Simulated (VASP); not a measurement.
**Pb: single point with PBE**

Crystal: Pb.

```
Pb
1.0
     0.00000    3.45043    3.45043
     3.45043    0.00000    3.45043
     3.45043    3.45043    0.00000
Pb
2
Direct
  0.00000 0.00000 0.00000
  0.25000 0.25000 0.25000
```

This cell differs from its parent crystal: volume scaled by 1.01.

| Property | Result |
| --- | --- |
| Program | VASP 6.6.1 |
| Task | single point |
| Functional | PBE |
| Potentials or basis | VASP PAW PBE potentials, release 64 (Pb_d) |
| Cutoff | 520 eV |
| k mesh | 8 × 8 × 8 |
| Occupations | fermi-dirac, width 0.05 eV |
| Spin | no spin polarisation |
| Dipole correction | no |
| Further INCAR settings | ALGO = Normal; EDIFF = 1e-07; NBANDS = 21 |

```json
{
  "Pressure": "2.0 GPa",
  "Band gap on the k mesh": "zero (band 14 reaches 4.65 eV, above the bottom of band 15 at 3.52 eV)"
}
```

Levels at points of the mesh, in eV from the Fermi level:
```csv
k point,band 11,band 12,band 13,band 14,band 15,band 16,band 17,band 18
"(0.00, 0.00, 0.00)",-11.14,-4.03,0.34,0.34,0.34,2.35,2.35,2.35
"(0.50, 0.00, 0.00)",-9.81,-7.14,-1.01,-0.79,-0.79,3.46,3.46,5.41
"(0.50, 0.50, 0.00)",-8.52,-8.52,-2.00,-2.00,0.81,0.81,7.06,7.06
```

It took 28 s on 1 thread of AMD EPYC 9R45 96-Core Processor (Zen 5), with other jobs on the host, peak memory 0.18 GiB.

Caveat: spin-orbit coupling is left out, which moves the levels of the heavy elements.
